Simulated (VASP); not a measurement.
# PbSe in VASP: single point with PBEsol

Aim: the single point of PbSe with PBEsol.

Everything below comes from runs of VASP 6.6.1. Logs are shortened: lines on timing, memory, paths and dates and some standing lists are left out, and cuts for length are marked.

**1. The cell of the first run**

The cell holds a slab with vacuum, 16 atoms: a = 4.313 Å, b = 4.313 Å, c = 34.350 Å, α = 90.00°, β = 90.00°, γ = 90.00°.

**2. Single point, PBEsol**

Input file INCAR:

```
PREC = Accurate
ENCUT = 520
EDIFF = 1E-6
ISMEAR = -1
SIGMA = 0.05
LREAL = Auto
LASPH = T
NELM = 100
ALGO = Normal
ISIF = 2
LWAVE = F
LCHARG = F
GGA = PS
NBANDS = 94
KPAR = 4
```

Input file KPOINTS:

```
regular mesh
0
Gamma
  6 6 1
```

Input file POSCAR:

```
PbSe
1.0
    3.0500000000      3.0500000000      0.0000000000
   -3.0500000000      3.0500000000      0.0000000000
    0.0000000000      0.0000000000     34.3500000000
Se Pb
8 8
Direct
    0.4990880000      0.4986670000      0.1910480000
    0.5005490000      0.5021870000      0.3677050000
    0.5015210000      0.5027790000      0.5450160000
    0.5020810000      0.5029740000      0.7235190000
    0.0030750000      0.0011990000      0.2763120000
    0.0009780000      0.0028040000      0.4548730000
    0.0016390000      0.0033310000      0.6322490000
    0.0025580000      0.0037740000      0.8088730000
    0.9963150000      0.0045010000      0.1926590000
    0.0018980000      0.9991350000      0.3676940000
    0.0027330000      0.0024060000      0.5448600000
    0.0004830000      0.0016880000      0.7242920000
    0.5014690000      0.5026370000      0.2756070000
    0.5022180000      0.5024280000      0.4550780000
    0.4984270000      0.5005010000      0.6321950000
    0.4984560000      0.4999980000      0.8072110000
```

Potentials or basis: VASP PAW PBE potentials, release 64 (Se, Pb_d).

Run with:

```sh
> cat potpaw_PBE.64/Se/POTCAR potpaw_PBE.64/Pb_d/POTCAR > POTCAR
> mpirun -np 4 vasp_std > vasp.out
```

OUTCAR:

```text
PREC = Accurate
   ENCUT = 520
   EDIFF = 1E-6
   ISMEAR = -1
   LREAL = Auto
   LASPH = T
   NELM = 100
   ISIF = 2
   GGA = PS

 ion  position               nearest neighbor table
   1  0.499  0.499  0.191-  13 2.90   9 3.02   9 3.04   9 3.06   9 3.08
   2  0.501  0.502  0.368-  14 3.00  10 3.04  10 3.04  10 3.06  10 3.06  13 3.16
   3  0.502  0.503  0.545-  15 2.99  11 3.05  11 3.05  11 3.05  11 3.05  14 3.09
   4  0.502  0.503  0.724-  16 2.87  12 3.04  12 3.05  12 3.05  12 3.06  15 3.14
   5  0.003  0.001  0.276-   9 2.87  13 3.04  13 3.05  13 3.05  13 3.06  10 3.14
   6  0.001  0.003  0.455-  10 2.99  14 3.05  14 3.05  14 3.05  14 3.05  11 3.09
   7  0.002  0.003  0.632-  11 3.00  15 3.03  15 3.05  15 3.05  15 3.07  12 3.16
   8  0.003  0.004  0.809-  12 2.91  16 3.03  16 3.05  16 3.05  16 3.07
   9  0.996  0.005  0.193-   5 2.87   1 3.02   1 3.04   1 3.06   1 3.08
  10  0.002  0.999  0.368-   6 2.99   2 3.04   2 3.04   2 3.06   2 3.06   5 3.14
  11  0.003  0.002  0.545-   7 3.00   3 3.05   3 3.05   3 3.05   3 3.05   6 3.09
  12  0.000  0.002  0.724-   8 2.91   4 3.04   4 3.05   4 3.05   4 3.06   7 3.16
  13  0.501  0.503  0.276-   1 2.90   5 3.04   5 3.05   5 3.05   5 3.06   2 3.16
  14  0.502  0.502  0.455-   2 3.00   6 3.05   6 3.05   6 3.05   6 3.05   3 3.09
  15  0.498  0.501  0.632-   3 2.99   7 3.03   7 3.05   7 3.05   7 3.07   4 3.14
  16  0.498  0.500  0.807-   4 2.87   8 3.03   8 3.05   8 3.05   8 3.07

  LATTYP: Found a simple tetragonal cell.
 ALAT       =     4.3133513652
 C/A-ratio  =     7.9636452242

  Lattice vectors:

 A1 = (   3.0500000000,   3.0500000000,   0.0000000000)
 A2 = (  -3.0500000000,   3.0500000000,   0.0000000000)
 A3 = (   0.0000000000,   0.0000000000,  34.3500000000)

Analysis of symmetry for initial positions (statically):
=====================================================================
 Subroutine PRICEL returns:
 Original cell was already a primitive cell.

 Routine SETGRP: Setting up the symmetry group for a
 simple tetragonal supercell.

 Subroutine GETGRP returns: Found  1 space group operations
 (whereof  1 operations were pure point group operations)
 out of a pool of 16 trial point group operations.

The static configuration has the point symmetry C_1 .

Analysis of symmetry for dynamics (positions and initial velocities):
=====================================================================
 Subroutine PRICEL returns:
 Original cell was already a primitive cell.

 Routine SETGRP: Setting up the symmetry group for a
 simple tetragonal supercell.

 Subroutine GETGRP returns: Found  1 space group operations
 (whereof  1 operations were pure point group operations)
 out of a pool of 16 trial point group operations.

The dynamic configuration has the point symmetry C_1 .

 Subroutine INISYM returns: Found  1 space group operations
 (whereof  1 operations are pure point group operations),
 and found     1 'primitive' translations

----------------------------------------------------------------------------------------

                                     Primitive cell

  volume of cell :     639.0817

  direct lattice vectors                    reciprocal lattice vectors
     3.050000000  3.050000000  0.000000000     0.163934426  0.163934426  0.000000000
    -3.050000000  3.050000000  0.000000000    -0.163934426  0.163934426  0.000000000
     0.000000000  0.000000000 34.350000000     0.000000000  0.000000000  0.029112082

  length of vectors
     4.313351365  4.313351365 34.350000000     0.231838289  0.231838289  0.029112082

  position of ions in fractional coordinates (direct lattice)
     0.499088000  0.498667000  0.191048000
     0.500549000  0.502187000  0.367705000
     0.501521000  0.502779000  0.545016000
     0.502081000  0.502974000  0.723519000
     0.003075000  0.001199000  0.276312000
     0.000978000  0.002804000  0.454873000
[... 8 lines left out ...]
     0.498427000  0.500501000  0.632195000
     0.498456000  0.499998000  0.807211000

  ion indices of the primitive-cell ions
   primitive index   ion index
                 1           1
                 2           2
                 3           3
                 4           4
                 5           5
                 6           6
[... 8 lines left out ...]
                15          15
                16          16

----------------------------------------------------------------------------------------

 KPOINTS: regular mesh

Automatic generation of k-mesh.
 Grid dimensions read from file:
 generate k-points for:    6    6    1

 Generating k-lattice:

  Cartesian coordinates                     Fractional coordinates (reciprocal lattice)
     0.027322404  0.027322404  0.000000000     0.166666667  0.000000000  0.000000000
    -0.027322404  0.027322404  0.000000000     0.000000000  0.166666667  0.000000000
     0.000000000  0.000000000  0.029112082     0.000000000  0.000000000  1.000000000

  Length of vectors
     0.038639715  0.038639715  0.029112082

  Shift w.r.t. Gamma in fractional coordinates (k-lattice)
     0.000000000  0.000000000  0.000000000

 Subroutine IBZKPT returns following result:
 ===========================================

 Found     20 irreducible k-points:

 Following reciprocal coordinates:
            Coordinates               Weight
  0.000000  0.000000  0.000000      1.000000
  0.166667  0.000000  0.000000      2.000000
  0.000000  0.166667  0.000000      2.000000
  0.333333  0.000000  0.000000      2.000000
  0.000000  0.333333  0.000000      2.000000
  0.500000  0.000000  0.000000      1.000000
[... 12 lines left out ...]
 -0.333333  0.500000  0.000000      2.000000
  0.500000  0.500000  0.000000      1.000000
   k-points           NKPTS =     20   k-points in BZ     NKDIM =     20   number of bands    NBANDS=     94
   number of dos      NEDOS =    301   number of ions     NIONS =     16
   total plane-waves  NPLWV = 262144
   dimension x,y,z NGX =    32 NGY =   32 NGZ =  256
   dimension x,y,z NGXF=    64 NGYF=   64 NGZF=  512
   ions per type =               8   8
   NGX,Y,Z   is equivalent  to a cutoff of  12.33, 12.33, 12.39 a.u.
   NGXF,Y,Z  is equivalent  to a cutoff of  24.67, 24.67, 24.78 a.u.
 SYSTEM =  unknown system
   PREC   = accura    normal or accurate (medium, high low for compatibility)
   ISTART =      0    job   : 0-new  1-cont  2-samecut
   ICHARG =      2    charge: 1-file 2-atom 10-const
   ISPIN  =      1    spin polarized calculation?
   LNONCOLLINEAR =      F non collinear calculations
   LSORBIT =      F    spin-orbit coupling
   LASPH  =      T    aspherical Exc in radial PAW
   ENCUT  =  520.0 eV  38.22 Ry    6.18 a.u.   8.02  8.02 63.87*2*pi/ulx,y,z
   NELM   =    100;   NELMIN=  2; NELMDL= -5     # of ELM steps
   EDIFF  = 0.1E-05   stopping-criterion for ELM
   LREAL  =      T    real-space projection
   EDIFFG = 0.1E-04   stopping-criterion for IOM
   NSW    =      0    number of steps for IOM
   IBRION =     -1    ionic relax: 0-MD 1-quasi-New 2-CG
   NFREE  =      0    steps in history (QN), initial steepest desc. (CG)
   ISIF   =      2    stress and relaxation
   ISYM   =      2    0-nonsym 1-usesym 2-fastsym
   POTIM  = 0.5000    time-step for ionic-motion
   TEBEG  =    0.0;   TEEND  =   0.0 temperature during run
   PSTRESS=    0.0 pullay stress
   NELECT =     160.0000    total number of electrons
   NUPDOWN=      -1.0000    fix difference up-down
   EMIN   =  10.00;   EMAX   =-10.00  energy-range for DOS
   EFERMI =   0.00;   METHOD = LEGACY
   ISMEAR =    -1;   SIGMA  =   0.05  broadening in eV -4-tet -1-fermi 0-gaus
   EFERMI_NEDOS =   21; number of points for ismear=-14 and -15
   IALGO  =     38    algorithm
   IMIX   =      4    mixing-type and parameters
     AMIX     =   0.40;   BMIX     =  1.00
     AMIX_MAG =   1.60;   BMIX_MAG =  1.00
  volume/ion in A,a.u.               =      39.94       269.55
  Fermi-wavevector in a.u.,A,eV,Ry     =   1.031801  1.949822 14.484948  1.064614
  Thomas-Fermi vector in A             =   2.165967
   LORBIT       =      0    0 simple, 1 ext, 2 COOP (PROOUT), +10 PAW based schemes
   GGA     = PS    functional components
   LHFCALC =     F    Hartree Fock is set to
   AEXX    =    0.0000 exact exchange contribution
   IVDW    =     0    specifies the selected vdW correction
   LEPSILON=     F    determine dielectric tensor
   LRPA    =     F    only Hartree local field effects (RPA)
 non-spin polarized calculation
  energy-cutoff  :      520.00
  volume of cell :      639.08
 maximum number of plane-waves:     17328
   NGX = 17   NGY = 17   NGZ =127

 number of electron     160.0000035 magnetization

 Free energy of the ion-electron system (eV)
  ---------------------------------------------------
  ext. energy  EPLUGINS =         0.00000000
  ---------------------------------------------------
  free energy    TOTEN  =       -70.77240406 eV

  energy without entropy =      -70.77213841  energy(sigma->0) =      -70.77227124

 E-fermi :   2.4320     XC(G=0):  -7.2434

 val. band max:        2.1098792480   @ k =   0.0000   0.5000   0.0000
 cond. band min:       2.7524127912   @ k =   0.0000   0.5000   0.0000
 fundamental gap:      0.6425335432
 Fermi energy:         2.4320176320

 k-point     1 :       0.0000    0.0000    0.0000
  band No.  band energies     occupation
      1     -14.5857      2.00000
      2     -14.5781      2.00000
      3     -14.5640      2.00000
      4     -14.5456      2.00000
      5     -14.4872      2.00000
      6     -14.4719      2.00000
[... 84 lines left out ...]
     91       6.5616      0.00000
     92       6.9024      0.00000

 k-point     2 :       0.1667    0.0000    0.0000
  band No.  band energies     occupation
      1     -14.5708      2.00000
      2     -14.5653      2.00000
      3     -14.5516      2.00000
      4     -14.5348      2.00000
      5     -14.4817      2.00000
      6     -14.4648      2.00000
[... 1699 lines left out ...]
     91       6.5937      0.00000
     92       6.5950      0.00000

 k-point    20 :       0.5000    0.5000    0.0000
  band No.  band energies     occupation
      1     -14.5795      2.00000
      2     -14.5794      2.00000
      3     -14.5652      2.00000
      4     -14.5646      2.00000
      5     -14.5478      2.00000
      6     -14.5460      2.00000
[... 84 lines left out ...]
     91       6.6698      0.00000
     92       6.6704      0.00000
 [bands above 92 left out]

------------------------ aborting loop because EDIFF is reached ----------------------------------------

  FORCE on cell =-STRESS in cart. coord.  units (eV):
  Direction    XX          YY          ZZ          XY          YZ          ZX
  --------------------------------------------------------------------------------------
  -------------------------------------------------------------------------------------
  Total       -0.2889467     -0.3013692      0.1517411      0.0035240     -0.0607199     -0.0092428
  in kB       -0.7243891     -0.7555323      0.3804149      0.0088346     -0.1522248     -0.0231718
  external PRESSURE =      -0.3665022 kB  Pullay stress =       0.0000000 kB

 VOLUME and BASIS-vectors are now :
 -----------------------------------------------------------------------------
  energy-cutoff  :      520.00
  volume of cell :      639.08
      direct lattice vectors                 reciprocal lattice vectors
     3.050000000  3.050000000  0.000000000     0.163934426  0.163934426  0.000000000
    -3.050000000  3.050000000  0.000000000    -0.163934426  0.163934426  0.000000000
     0.000000000  0.000000000 34.350000000     0.000000000  0.000000000  0.029112082

 POSITION                                       TOTAL-FORCE (eV/Angst)
 -----------------------------------------------------------------------------------
      0.00128      3.04315      6.56250        -0.002760      0.015734     -0.032077
     -0.00500      3.05834     12.63067         0.009785     -0.001768     -0.007419
     -0.00384      3.06311     18.72130         0.002092      0.005107     -0.002637
     -0.00272      3.06542     24.85288        -0.005296     -0.004994      0.011545
      0.00572      0.01304      9.49132        -0.010057     -0.010427     -0.001889
     -0.00557      0.01154     15.62489         0.006521      0.000799      0.008063
[... 8 lines left out ...]
     -0.00633      3.04673     21.71590         0.002255      0.010212     -0.021094
     -0.00470      3.04528     27.72770        -0.000193      0.002657     -0.018835
 -----------------------------------------------------------------------------------
    total drift:                               -0.003765      0.030066      0.002148

  FREE ENERGIE OF THE ION-ELECTRON SYSTEM (eV)
  ---------------------------------------------------
  free  energy   TOTEN  =       -70.7724040575 eV

  energy  without entropy=      -70.7721384145  energy(sigma->0) =      -70.77227124
```

It took 17 min on 4 MPI ranks of Oxide Virtual Turin-like, shared host; peak memory 1 GiB.

Results:

```
Free energy            : -70.7724 eV
Largest force          : 0.036 eV/Å
Band gap on the k mesh : 0.64 eV
```

Forces in eV/Å, atoms in the order of the input:
```
Se  -0.003  0.016 -0.032
Se   0.010 -0.002 -0.007
Se   0.002  0.005 -0.003
Se  -0.005 -0.005  0.012
Se  -0.010 -0.010 -0.002
Se   0.007  0.001  0.008
Se  -0.003 -0.011  0.003
Se   0.000 -0.007  0.028
Pb   0.016 -0.002  0.020
Pb  -0.015  0.008  0.018
Pb  -0.005 -0.006  0.024
Pb  -0.002  0.006 -0.006
Pb   0.007 -0.004  0.004
Pb  -0.001 -0.001 -0.028
Pb   0.002  0.010 -0.021
Pb   0.000  0.003 -0.019
```

Caveat: there is no dipole correction, which matters where the two faces differ; the PAW data sets were made with another functional, which shifts forces and pressure a little; spin-orbit coupling is left out, which moves the levels of the heavy elements.
